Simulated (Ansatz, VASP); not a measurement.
**One calculation of BaW2, two programs**

```xyz
6
Lattice="4.4147 0.0000 0.0000 0.0000 6.7676 0.0000 0.0000 0.0000 6.4486" Properties=species:S:1:pos:R:3 pbc="T T T"
Ba    2.2073    3.3838    3.2243
Ba    0.0000    0.0000    0.0000
W     1.1073    6.3657    3.2243
W     3.3146    3.7856    0.0000
W     3.3074    0.4018    3.2243
W     1.1000    2.9819    0.0000
```

Alike in both runs: functional PBE; k mesh 4 × 4 × 4; occupations gaussian, width 0.1 eV; no spin polarisation.

Ansatz relaxed the structure, and its values are those at the end. VASP's run is a single point on that final structure, the one shown.

|  | VASP | Ansatz |
| --- | --- | --- |
| version | VASP 6.6.1 | Ansatz 0.2.0 |
| potentials or method | VASP PAW PBE potentials, release 64 (Ba_sv, W_sv), cutoff 520 eV | scalar-relativistic, plane waves, PAW |
| valence electrons in the cell | 76 | 76 |

VASP gave:

* gap on the k mesh at the Fermi level (eV): none
* pressure (GPa): 0.9
* rms of the force components (eV/Å): 0.031

Problem. What did Ansatz give for the same quantities?

Solution. gap on the k mesh at the Fermi level (eV): none; pressure (GPa): 0.1; rms of the force components (eV/Å): 0.015.

A gap of «none» marks a metal or a gap that the smearing closes.

Spin-orbit coupling is off throughout.
